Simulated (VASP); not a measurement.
# Ta4Rh (Cmmm) in VASP: further runs

Ta4Rh is run at these levels: PBE; tasks: single point.

Everything below comes from runs of VASP 6.6.1. Logs are shortened: lines on timing, memory, paths and dates and some standing lists are left out, and cuts for length are marked.

### Step 1. The cell of the first run

It takes space group Cmmm (No. 65, orthorhombic). The conventional cell has a = 6.911 Å, b = 7.351 Å, c = 3.074 Å, α = 90.00°, β = 90.00°, γ = 90.00°. Within 2.6 Å of Ta (site symmetry 2mm) lie 1 Rh at 1.93 Å. Ta (site symmetry m2m) has 2 Rh at 2.04 Å and 1 Ta at 2.67 Å within 2.7 Å. Rh (site symmetry mmm) has 6 Ta at 1.93 to 2.04 Å within 2.6 Å.

### Step 2. Single point, PBE

Contents of INCAR:

```
SYSTEM = Ta4Rh
PREC = Accurate ; ENCUT = 520
EDIFF = 1E-6 ; ISMEAR = 0
SIGMA = 0.1 ; LREAL = .FALSE.
LASPH = .TRUE. ; NELM = 60
ALGO = Normal ; ISIF = 2
LWAVE = .FALSE. ; LCHARG = .FALSE.
GGA = PE ; NBANDS = 38
```

Contents of KPOINTS:

```
Automatic mesh
0
G
  4 4 6
  0 0 0
```

Contents of POSCAR:

```
Ta4Rh
1.0
    3.4552841200     -3.6756708200      0.0000000000
    3.4552841200      3.6756708200      0.0000000000
    0.0000000000      0.0000000000      3.0743746800
Ta Rh
4 1
Direct
    0.2796676500      0.2796676500      0.0000000000
    0.1815461400      0.8184538600      0.5000000000
    0.8184538600      0.1815461400      0.5000000000
    0.7203323500      0.7203323500      0.0000000000
    0.0000000000      0.0000000000      0.0000000000
```

Potentials or basis: VASP PAW PBE potentials, release 64 (Ta_pv, Rh_pv).

On the command line:

```
$ cat potpaw_PBE.64/Ta_pv/POTCAR potpaw_PBE.64/Rh_pv/POTCAR > POTCAR
$ mpirun -np 1 vasp_std > vasp.out
```

OUTCAR:

```text
SYSTEM = Ta4Rh
   PREC = Accurate
   ENCUT = 520
   EDIFF = 1E-6
   ISMEAR = 0
   LREAL = .FALSE.
   LASPH = .TRUE.
   NELM = 60
   ISIF = 2
   GGA = PE

 ion  position               nearest neighbor table
   1  0.280  0.280  0.000-   5 1.93   3 2.81   2 2.81   2 2.81   3 2.81   4 3.05   2 3.19   2 3.19
                             3 3.19   3 3.19
   2  0.182  0.818  0.500-   5 2.04   5 2.04   3 2.67   1 2.81   1 2.81   4 2.81   4 2.81   4 3.19
                             4 3.19   1 3.19   1 3.19   3 3.60   3 3.60
   3  0.818  0.182  0.500-   5 2.04   5 2.04   2 2.67   1 2.81   1 2.81   4 2.81   4 2.81   4 3.19
                             4 3.19   1 3.19   1 3.19   2 3.60   2 3.60
   4  0.720  0.720  0.000-   5 1.93   3 2.81   2 2.81   2 2.81   3 2.81   1 3.05   3 3.19   3 3.19
                             2 3.19   2 3.19
   5  0.000  0.000  0.000-   1 1.93   4 1.93   3 2.04   2 2.04   2 2.04   3 2.04

  LATTYP: Found a base centered orthorhombic cell.
 ALAT       =     6.9105682400
 B/A-ratio  =     1.0637825118
 C/A-ratio  =     0.4448801565

  Lattice vectors:

 A1 = (   3.4552841200,  -3.6756708200,   0.0000000000)
 A2 = (   3.4552841200,   3.6756708200,   0.0000000000)
 A3 = (   0.0000000000,   0.0000000000,   3.0743746800)

Analysis of symmetry for initial positions (statically):
=====================================================================
 Subroutine PRICEL returns:
 Original cell was already a primitive cell.

 Routine SETGRP: Setting up the symmetry group for a
 base centered orthorhombic supercell.

 Subroutine GETGRP returns: Found  8 space group operations
 (whereof  8 operations were pure point group operations)
 out of a pool of  8 trial point group operations.

The static configuration has the point symmetry D_2h.

Analysis of symmetry for dynamics (positions and initial velocities):
=====================================================================
 Subroutine PRICEL returns:
 Original cell was already a primitive cell.

 Routine SETGRP: Setting up the symmetry group for a
 base centered orthorhombic supercell.

 Subroutine GETGRP returns: Found  8 space group operations
 (whereof  8 operations were pure point group operations)
 out of a pool of  8 trial point group operations.

The dynamic configuration has the point symmetry D_2h.

 Subroutine INISYM returns: Found  8 space group operations
 (whereof  8 operations are pure point group operations),
 and found     1 'primitive' translations

----------------------------------------------------------------------------------------

                                     Primitive cell

  volume of cell :      78.0921

  direct lattice vectors                    reciprocal lattice vectors
     3.455284120 -3.675670820  0.000000000     0.144705900 -0.136029591  0.000000000
     3.455284120  3.675670820  0.000000000     0.144705900  0.136029591  0.000000000
     0.000000000  0.000000000  3.074374680     0.000000000  0.000000000  0.325269398

  length of vectors
     5.044754139  5.044754139  3.074374680     0.198604752  0.198604752  0.325269398

  position of ions in fractional coordinates (direct lattice)
     0.279667650  0.279667650  0.000000000
     0.181546140  0.818453860  0.500000000
     0.818453860  0.181546140  0.500000000
     0.720332350  0.720332350  0.000000000
     0.000000000  0.000000000  0.000000000

  ion indices of the primitive-cell ions
   primitive index   ion index
                 1           1
                 2           2
                 3           3
                 4           4
                 5           5

----------------------------------------------------------------------------------------

 KPOINTS: Automatic mesh

Automatic generation of k-mesh.
 Grid dimensions read from file:
 generate k-points for:    4    4    6

 Generating k-lattice:

  Cartesian coordinates                     Fractional coordinates (reciprocal lattice)
     0.036176475 -0.034007398  0.000000000     0.250000000 -0.000000000  0.000000000
     0.036176475  0.034007398  0.000000000    -0.000000000  0.250000000  0.000000000
     0.000000000  0.000000000  0.054211566     0.000000000  0.000000000  0.166666667

  Length of vectors
     0.049651188  0.049651188  0.054211566

  Shift w.r.t. Gamma in fractional coordinates (k-lattice)
     0.000000000  0.000000000  0.000000000

 Subroutine IBZKPT returns following result:
 ===========================================

 Found     28 irreducible k-points:

 Following reciprocal coordinates:
            Coordinates               Weight
  0.000000  0.000000  0.000000      1.000000
  0.250000  0.000000  0.000000      4.000000
  0.500000  0.000000  0.000000      2.000000
  0.250000  0.250000  0.000000      2.000000
  0.500000  0.250000  0.000000      4.000000
 -0.250000  0.250000  0.000000      2.000000
[... 16 lines left out ...]
  0.250000  0.000000  0.500000      4.000000
  0.500000  0.000000  0.500000      2.000000
 [... further k-points ...]
   k-points           NKPTS =     28   k-points in BZ     NKDIM =     28   number of bands    NBANDS=     38
   number of dos      NEDOS =    301   number of ions     NIONS =      5
   total plane-waves  NPLWV =  38400
   dimension x,y,z NGX =    40 NGY =   40 NGZ =   24
   dimension x,y,z NGXF=    80 NGYF=   80 NGZF=   48
   ions per type =               4   1
   NGX,Y,Z   is equivalent  to a cutoff of  13.18, 13.18, 12.98 a.u.
   NGXF,Y,Z  is equivalent  to a cutoff of  26.36, 26.36, 25.96 a.u.
 SYSTEM =  Ta4Rh
   PREC   = accura    normal or accurate (medium, high low for compatibility)
   ISTART =      0    job   : 0-new  1-cont  2-samecut
   ICHARG =      2    charge: 1-file 2-atom 10-const
   ISPIN  =      1    spin polarized calculation?
   LNONCOLLINEAR =      F non collinear calculations
   LSORBIT =      F    spin-orbit coupling
   LASPH  =      T    aspherical Exc in radial PAW
   ENCUT  =  520.0 eV  38.22 Ry    6.18 a.u.   9.38  9.38  5.72*2*pi/ulx,y,z
   NELM   =     60;   NELMIN=  2; NELMDL= -5     # of ELM steps
   EDIFF  = 0.1E-05   stopping-criterion for ELM
   LREAL  =      F    real-space projection
   EDIFFG = 0.1E-04   stopping-criterion for IOM
   NSW    =      0    number of steps for IOM
   IBRION =     -1    ionic relax: 0-MD 1-quasi-New 2-CG
   NFREE  =      0    steps in history (QN), initial steepest desc. (CG)
   ISIF   =      2    stress and relaxation
   ISYM   =      2    0-nonsym 1-usesym 2-fastsym
   POTIM  = 0.5000    time-step for ionic-motion
   TEBEG  =    0.0;   TEEND  =   0.0 temperature during run
   PSTRESS=    0.0 pullay stress
   NELECT =      59.0000    total number of electrons
   NUPDOWN=      -1.0000    fix difference up-down
   EMIN   =  10.00;   EMAX   =-10.00  energy-range for DOS
   EFERMI =   0.00;   METHOD = LEGACY
   ISMEAR =     0;   SIGMA  =   0.10  broadening in eV -4-tet -1-fermi 0-gaus
   EFERMI_NEDOS =   21; number of points for ismear=-14 and -15
   IALGO  =     38    algorithm
   IMIX   =      4    mixing-type and parameters
     AMIX     =   0.40;   BMIX     =  1.00
     AMIX_MAG =   1.60;   BMIX_MAG =  1.00
  volume/ion in A,a.u.               =      15.62       105.40
  Fermi-wavevector in a.u.,A,eV,Ry     =   1.491042  2.817660 30.248544  2.223205
  Thomas-Fermi vector in A             =   2.603747
   LORBIT       =      0    0 simple, 1 ext, 2 COOP (PROOUT), +10 PAW based schemes
   GGA     = PE    functional components
   LHFCALC =     F    Hartree Fock is set to
   AEXX    =    0.0000 exact exchange contribution
   IVDW    =     0    specifies the selected vdW correction
   LEPSILON=     F    determine dielectric tensor
   LRPA    =     F    only Hartree local field effects (RPA)
 non-spin polarized calculation
 Gauss-broadening in eV      SIGMA  =   0.10
  energy-cutoff  :      520.00
  volume of cell :       78.09
 maximum number of plane-waves:      2124
 NGX is ok and might be reduce to    40
   NGX = 19   NGY = 19   NGZ = 11

 number of electron      59.0000007 magnetization

 Free energy of the ion-electron system (eV)
  ---------------------------------------------------
  ext. energy  EPLUGINS =         0.00000000
  ---------------------------------------------------
  free energy    TOTEN  =       -29.06836339 eV

  energy without entropy =      -29.05043356  energy(sigma->0) =      -29.05939848

 E-fermi :   8.0641     XC(G=0): -13.0447

 val. band max:        8.0210212582   @ k =   0.5000   0.5000   0.5000
 cond. band min:       8.0686917700   @ k =  -0.2500   0.2500   0.3333
 fundamental gap:      0.0476705118
 Fermi energy:         8.0641299902

 k-point     1 :       0.0000    0.0000    0.0000
  band No.  band energies     occupation
      1     -44.1529      2.00000
      2     -43.5852      2.00000
      3     -43.0587      2.00000
      4     -27.6388      2.00000
      5     -27.1695      2.00000
      6     -27.0031      2.00000
[... 30 lines left out ...]
     37      11.8587      0.00000
     38      12.9596      0.00000

 k-point     2 :       0.2500    0.0000    0.0000
  band No.  band energies     occupation
      1     -44.1536      2.00000
      2     -43.5852      2.00000
      3     -43.0586      2.00000
      4     -27.5457      2.00000
      5     -27.1905      2.00000
      6     -27.0053      2.00000
[... 30 lines left out ...]
     37      12.0633      0.00000
     38      12.3660      0.00000

 k-point     3 :       0.5000    0.0000    0.0000
  band No.  band energies     occupation
      1     -44.1542      2.00000
      2     -43.5852      2.00000
      3     -43.0586      2.00000
      4     -27.4420      2.00000
      5     -27.2009      2.00000
      6     -27.0074      2.00000
[... 30 lines left out ...]
     37      11.5768      0.00000
[... 781 lines left out ...]
 k-point    23 :       0.2500    0.0000    0.5000
  band No.  band energies     occupation
      1     -44.1292      2.00000
      2     -43.5847      2.00000
      3     -43.3157      2.00000
      4     -27.4270      2.00000
      5     -27.1588      2.00000
      6     -26.7226      2.00000
[... 30 lines left out ...]
     37      12.6145      0.00000
     38      12.6535      0.00000

 k-point    24 :       0.5000    0.0000    0.5000
  band No.  band energies     occupation
      1     -44.1299      2.00000
      2     -43.5848      2.00000
      3     -43.3158      2.00000
      4     -27.3856      2.00000
      5     -27.1020      2.00000
      6     -26.7740      2.00000
[... 30 lines left out ...]
     37      12.4190      0.00000
     38      12.6033      0.00000

 [... further k-points ...]

------------------------ aborting loop because EDIFF is reached ----------------------------------------

  FORCE on cell =-STRESS in cart. coord.  units (eV):
  Direction    XX          YY          ZZ          XY          YZ          ZX
  --------------------------------------------------------------------------------------
  -------------------------------------------------------------------------------------
  Total       86.4304018     64.1636580     87.2425598      0.0000000      0.0000000      0.0000000
  in kB     1773.2499215   1316.4141228   1789.9125672      0.0000000      0.0000000      0.0000000
  external PRESSURE =    1626.5255372 kB  Pullay stress =       0.0000000 kB

 VOLUME and BASIS-vectors are now :
 -----------------------------------------------------------------------------
  energy-cutoff  :      520.00
  volume of cell :       78.09
      direct lattice vectors                 reciprocal lattice vectors
     3.455284120 -3.675670820  0.000000000     0.144705900 -0.136029591  0.000000000
     3.455284120  3.675670820  0.000000000     0.144705900  0.136029591  0.000000000
     0.000000000  0.000000000  3.074374680     0.000000000  0.000000000  0.325269398

 POSITION                                       TOTAL-FORCE (eV/Angst)
 -----------------------------------------------------------------------------------
      1.93266      0.00000      0.00000        23.331765     -0.000000      0.000000
      3.45528      2.34106      1.53719         0.000000    -25.529225      0.000000
      3.45528     -2.34106      1.53719         0.000000     25.529225      0.000000
      4.97791      0.00000      0.00000       -23.331765     -0.000000      0.000000
      0.00000      0.00000      0.00000         0.000000     -0.000000      0.000000
 -----------------------------------------------------------------------------------
    total drift:                               -0.000000     -0.000000     -0.000000

  FREE ENERGIE OF THE ION-ELECTRON SYSTEM (eV)
  ---------------------------------------------------
  free  energy   TOTEN  =       -29.0683633946 eV

  energy  without entropy=      -29.0504335603  energy(sigma->0) =      -29.05939848
```

It took 50 s on 1 thread of Intel Xeon Platinum 8559C (Emerald Rapids), shared host; peak memory 0.22 GiB.

What came out:

```
Free energy   : -29.0684 eV
Pressure      : 162.7 GPa
Largest force : 25.529 eV/Å
```

Forces in eV/Å, atoms in the order of the input:
```
Ta   23.332   0.000   0.000
Ta    0.000 -25.529   0.000
Ta    0.000  25.529   0.000
Ta  -23.332   0.000   0.000
Rh    0.000   0.000   0.000
```

Levels at points of the mesh, in eV from the Fermi level:
| k point | band 27 | band 28 | band 29 | band 30 | band 31 | band 32 |
| --- | --- | --- | --- | --- | --- | --- |
| (0.00, 0.00, 0.00) | -0.80 | -0.72 | 0.08 | 0.82 | 1.14 | 1.35 |
| (0.50, 0.00, 0.00) | -0.78 | -0.56 | 0.32 | 0.34 | 0.66 | 0.87 |
| (0.50, 0.50, 0.00) | -1.38 | -0.43 | 0.26 | 0.36 | 0.63 | 1.19 |
| (0.00, 0.00, 0.50) | -1.78 | -1.50 | -1.03 | 0.34 | 0.83 | 1.08 |
| (0.50, 0.00, 0.50) | -1.40 | -1.28 | -1.24 | -0.39 | 0.24 | 0.72 |
| (0.50, 0.50, 0.50) | -0.51 | -0.04 | 0.38 | 1.08 | 2.07 | 2.36 |

Caveat: spin-orbit coupling is left out, which moves the levels of the heavy elements; forces of over 1 eV/Å act on the atoms, so gaps and moduli don't describe the material at rest.

### Step 3. Single point, PBE

This run uses another cell than the first one, of 19.45 Å³/atom, 1.245 times its volume.

Contents of INCAR:

```
PREC = Accurate
ENCUT = 520
EDIFF = 1E-6
ISMEAR = 0
SIGMA = 0.1
LREAL = F
LASPH = T
NELM = 60
ALGO = Fast
ISIF = 2
LWAVE = F
LCHARG = T
GGA = PE
LELF = T
LVHAR = T
NBANDS = 38
```

Contents of KPOINTS:

```
Automatic mesh
0
Gamma
  4 4 6
```

Contents of POSCAR:

```
Ta4Rh
1.0
    3.8600477939     -4.5844451400      0.0000000000
    3.8600477939      4.5844451400      0.0000000000
    0.0000000000      0.0000000000      2.7470955835
Ta Rh
4 1
Direct
    0.3208459024      0.3208459024      0.0000000000
    0.2540046208      0.7459953792      0.5000000000
    0.7459953792      0.2540046208      0.5000000000
    0.6791540976      0.6791540976      0.0000000000
    0.0000000000      0.0000000000      0.0000000000
```

Potentials or basis: VASP PAW PBE potentials, release 64 (Ta_pv, Rh_pv).

On the command line:

```
$ cat potpaw_PBE.64/Ta_pv/POTCAR potpaw_PBE.64/Rh_pv/POTCAR > POTCAR
$ mpirun -np 1 vasp_std > vasp.out
```

OUTCAR:

```text
PREC = Accurate
   ENCUT = 520
   EDIFF = 1E-6
   ISMEAR = 0
   LREAL = F
   LASPH = T
   NELM = 60
   ISIF = 2
   GGA = PE

 ion  position               nearest neighbor table
   1  0.321  0.321  0.000-   5 2.48   4 2.77   2 2.98   3 2.98   2 2.98   3 2.98
   2  0.254  0.746  0.500-   5 2.70   5 2.70   1 2.98   1 2.98   4 2.98   4 2.98
   3  0.746  0.254  0.500-   5 2.70   5 2.70   1 2.98   1 2.98   4 2.98   4 2.98
   4  0.679  0.679  0.000-   5 2.48   1 2.77   3 2.98   2 2.98   2 2.98   3 2.98
   5  0.000  0.000  0.000-   1 2.48   4 2.48   3 2.70   2 2.70   2 2.70   3 2.70

  LATTYP: Found a base centered orthorhombic cell.
 ALAT       =     7.7200955878
 B/A-ratio  =     1.1876653826
 C/A-ratio  =     0.3558369909

  Lattice vectors:

 A1 = (   3.8600477939,  -4.5844451400,   0.0000000000)
 A2 = (   3.8600477939,   4.5844451400,   0.0000000000)
 A3 = (   0.0000000000,   0.0000000000,   2.7470955835)

Analysis of symmetry for initial positions (statically):
=====================================================================
[... 179 lines left out ...]

 E-fermi :   5.7871     XC(G=0): -12.0458

 val. band max:        5.7706807726   @ k =   0.2500   0.0000   0.3333
 cond. band min:       5.7971271145   @ k =   0.2500   0.2500   0.1667
 fundamental gap:      0.0264463418
 Fermi energy:         5.7870703050

 k-point     1 :       0.0000    0.0000    0.0000
  band No.  band energies     occupation
      1     -41.1606      2.00000
      2     -40.9576      2.00000
      3     -40.6542      2.00000
      4     -29.0095      2.00000
      5     -28.9073      2.00000
      6     -28.8508      2.00000
[... 973 lines left out ...]
     37       9.4016      0.00000
     38       9.6822      0.00000

 [... further k-points ...]

------------------------ aborting loop because EDIFF is reached ----------------------------------------

  FORCE on cell =-STRESS in cart. coord.  units (eV):
  Direction    XX          YY          ZZ          XY          YZ          ZX
  --------------------------------------------------------------------------------------
  -------------------------------------------------------------------------------------
  Total        0.2350797      0.1129369      0.3128272      0.0000000      0.0000000      0.0000000
  in kB        3.8738464      1.8610726      5.1550375      0.0000000      0.0000000      0.0000000
  external PRESSURE =       3.6299855 kB  Pullay stress =       0.0000000 kB

 VOLUME and BASIS-vectors are now :
 -----------------------------------------------------------------------------
  energy-cutoff  :      520.00
  volume of cell :       97.23
      direct lattice vectors                 reciprocal lattice vectors
     3.860047794 -4.584445140  0.000000000     0.129532075 -0.109064453  0.000000000
     3.860047794  4.584445140  0.000000000     0.129532075  0.109064453  0.000000000
     0.000000000  0.000000000  2.747095584     0.000000000  0.000000000  0.364020825

 POSITION                                       TOTAL-FORCE (eV/Angst)
 -----------------------------------------------------------------------------------
      2.47696      0.00000      0.00000         0.008999      0.000000      0.000000
      3.86005      2.25550      1.37355         0.000000     -0.015216     -0.000000
      3.86005     -2.25550      1.37355         0.000000      0.015216      0.000000
      5.24313      0.00000      0.00000        -0.008999      0.000000      0.000000
      0.00000      0.00000      0.00000         0.000000     -0.000000      0.000000
 -----------------------------------------------------------------------------------
    total drift:                               -0.000000      0.000000     -0.000000

  FREE ENERGIE OF THE ION-ELECTRON SYSTEM (eV)
  ---------------------------------------------------
  free  energy   TOTEN  =       -52.4731771426 eV

  energy  without entropy=      -52.4494752333  energy(sigma->0) =      -52.46132619
```

stdout:

```text
POSCAR found type information on POSCAR TaRh
 POSCAR found :  2 types and       5 ions
 scaLAPACK will be used
 LDA part: xc-table for (Slater+PW92), standard interpolation
 POSCAR, INCAR and KPOINTS ok, starting setup
 FFT: planning ... GRIDC
 FFT: planning ... GRID_SOFT
 FFT: planning ... GRID
 WAVECAR not read
 entering main loop
```

It took 68 s on 1 thread of Intel Xeon Platinum 8559C (Emerald Rapids), shared host; peak memory 0.25 GiB.

Results:

- Free energy: -52.4732 eV
- Pressure: 0.4 GPa
- Largest force: 0.015 eV/Å

Forces on the atoms (eV/Å):
```
Ta   0.009  0.000  0.000
Ta   0.000 -0.015  0.000
Ta   0.000  0.015  0.000
Ta  -0.009  0.000  0.000
Rh   0.000  0.000  0.000
```

Caveat: the k points lie up to 0.38 Å⁻¹ apart; spin-orbit coupling is left out, which moves the levels of the heavy elements.
